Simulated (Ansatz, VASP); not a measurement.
## Two plane-wave programs on AlN

```
Al N
1.0
    -1.63784    2.83682    0.00000
     0.00000    0.00000    4.10063
     4.91352    2.83682    0.00000
Al N
4 4
Direct
  0.56185 0.75000 0.06110
  0.00000 0.75000 0.66667
  0.00000 0.25000 0.33333
  0.50000 0.25000 0.83333
  0.50000 0.25000 0.16667
  0.00000 0.25000 0.66667
  0.00000 0.75000 0.33333
  0.50000 0.75000 0.83333
```

Alike in both runs: task single point; functional LDA; k mesh 8 × 6 × 4; occupations gaussian, width 0.05 eV; no spin polarisation.

|  | VASP | Ansatz |
| --- | --- | --- |
| version | VASP 6.6.1 | Ansatz 0.2.0 |
| potentials or method | VASP PAW LDA potentials, release 64 (Al, N), cutoff 520 eV | scalar-relativistic, plane waves, PAW |
| valence electrons in the cell | 32 | 32 |

|  | VASP | Ansatz | Ansatz less VASP |
| --- | --- | --- | --- |
| gap on the k mesh at the Fermi level (eV) | 1.43 | 1.41 | -0.012 |
| least direct gap on the mesh (eV) | 1.49 | 1.48 | -0.013 |
| rms of the force components (eV/Å) | 11.229 | 11.394 | +0.1652 |

Ansatz warns that its potentials were made for another functional, while VASP's fit it. LDA's correlation is that of Perdew and Zunger in VASP and of Perdew and Wang (1992) in Ansatz. Atom by atom the forces differ by 0.168 eV/Å (rms over components).
